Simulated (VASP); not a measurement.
The system is Be2Te.

```xyz
3
Lattice="3.7003 0.0000 0.0000 -1.8502 3.2046 0.0000 0.0000 0.0000 4.0412" Properties=species:S:1:pos:R:3 pbc="T T T"
Be    0.0000    2.1364    2.5409
Be    1.8502    1.0682    1.5003
Te    0.0000    0.0000    0.0000
```

* Program: VASP 6.6.1
* Task: relaxation of cell and atoms
* Functional: PBE
* Potentials or basis: VASP PAW PBE potentials, release 64 (Be, Te)
* Cutoff: 600 eV
* k mesh: 15 × 15 × 12
* Occupations: gaussian, width 0.1 eV
* Spin: no spin polarisation

At the start: pressure 0.1 GPa; volume 15.97 Å³/atom.

Task: Where does the relaxation end?

Result: Over 9 steps the energy falls by 6.9 meV/atom and the volume is 16.15 Å³/atom (+1.1 %); space group P-3m1 (No. 164, to 0.1 Å) before and after.

The path:
```csv
step,energy change (eV),largest force (eV/Å),pressure (GPa),volume (Å³)
1,0.0000,0.0207,0.08,47.92
2,-0.0113,0.0991,0.04,47.97
3,-0.0136,0.1437,0.03,48.00
4,-0.0157,0.1224,0.07,48.03
5,-0.0197,0.0516,0.24,48.11
6,-0.0164,0.1083,0.76,48.27
7,-0.0204,0.0072,0.37,48.16
8,-0.0204,0.0028,-0.37,48.74
9,-0.0208,0.0023,-0.01,48.46
```

Final structure:
```yaml
crystal:
  lattice:
    - [3.65983, 0.00000, 0.00000]
    - [-1.82992, 3.16951, 0.00000]
    - [0.00000, 0.00000, 4.17721]
  atoms:
    - { symbol: Be, position: [0.33333, 0.66667, 0.64086] }
    - { symbol: Be, position: [0.66667, 0.33333, 0.35914] }
    - { symbol: Te, position: [0.00000, 0.00000, 0.00000] }
```
